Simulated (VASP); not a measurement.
A run of VASP 6.6.1 is set up as follows.

Contents of INCAR:

```
SYSTEM = SrCl2
ALGO = Normal
EDIFF = 1E-7
ENCUT = 520
GGA = PS
ISIF = 2
ISMEAR = 0
LASPH = .True.
LCHARG = .True.
LELF = .True.
LREAL = .False.
LVHAR = .True.
LWAVE = .False.
NBANDS = 19
NELM = 100
PREC = Accurate
SIGMA = 0.05
```

The input KPOINTS:

```
k-points
0
Gamma
  6 6 6
  0 0 0
```

The input POSCAR:

```
SrCl2
1.0
    1.8442954555      4.6107386389      4.6107386389
    4.6107386389      1.8442954555      4.6107386389
    4.6107386389      4.6107386389      1.8442954555
Sr Cl
1 2
Direct
    0.0000000000      0.0000000000      0.0000000000
    0.2500000000      0.2500000000      0.2500000000
    0.7500000000      0.7500000000      0.7500000000
```

Potentials or basis: VASP PAW PBE potentials, release 64 (Sr_sv, Cl).

Run with:

```console
$ cat potpaw_PBE.64/Sr_sv/POTCAR potpaw_PBE.64/Cl/POTCAR > POTCAR
$ mpirun -np 1 vasp_std > vasp.out
```

Estimate the pressure.

5.7 GPa.

Estimate the largest force.

0.318 eV/Å.

Predict the band gap on the k mesh.

5.14 eV, indirect (least direct gap 5.53 eV).

Forces on the atoms (eV/Å):
```
Sr   0.000  0.000  0.000
Cl  -0.184 -0.184 -0.184
Cl   0.184  0.184  0.184
```

Caveat: the PAW data sets were made with another functional, which shifts forces and pressure a little. A k mesh can miss the band edges.
